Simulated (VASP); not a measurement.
Here is a VASP 6.6.1 calculation.

INCAR

```
SYSTEM = CdSe
  PREC = Accurate
  ENCUT = 520
  EDIFF = 1E-6
  ISMEAR = -1
  SIGMA = 0.1
  LREAL = .FALSE.
  LASPH = .TRUE.
  NELM = 150
  ALGO = Normal
  ISIF = 2
  LWAVE = .FALSE.
  LCHARG = .FALSE.
  ISPIN = 2
  MAGMOM = 0 0
  LORBIT = 11
  NUPDOWN = 0.0
  GGA = PS
  NBANDS = 20
```

Contents of KPOINTS:

```
regular mesh
0
G
  8 8 8
  0 0 0
```

The input POSCAR:

```
CdSe
1.0
    0.0000000000      3.0702711986      3.0702711986
    3.0702711986      0.0000000000      3.0702711986
    3.0702711986      3.0702711986      0.0000000000
Cd Se
1 1
Direct
   -0.0062690000      0.0001060000      0.0136290000
    0.2507930000      0.2461000000      0.2519070000
```

Potentials or basis: VASP PAW PBE potentials, release 64 (Cd, Se).

Launch:

```console
$ cat potpaw_PBE.64/Cd/POTCAR potpaw_PBE.64/Se/POTCAR > POTCAR
$ mpirun -np 1 vasp_std > vasp.out
```

Question: What does it give for the largest force?

Answer: 0.220 eV/Å.

Question: What does it give for the pressure?

Answer: -1.1 GPa.

Forces on the atoms (eV/Å):
```
Cd  -0.210 -0.056  0.031
Se   0.210  0.056 -0.031
```

Caveat: the cell differs from its parent crystal (atoms moved at random); the PAW data sets were made with another functional, which shifts forces and pressure a little; the total moment is fixed, so each spin has its own Fermi level.
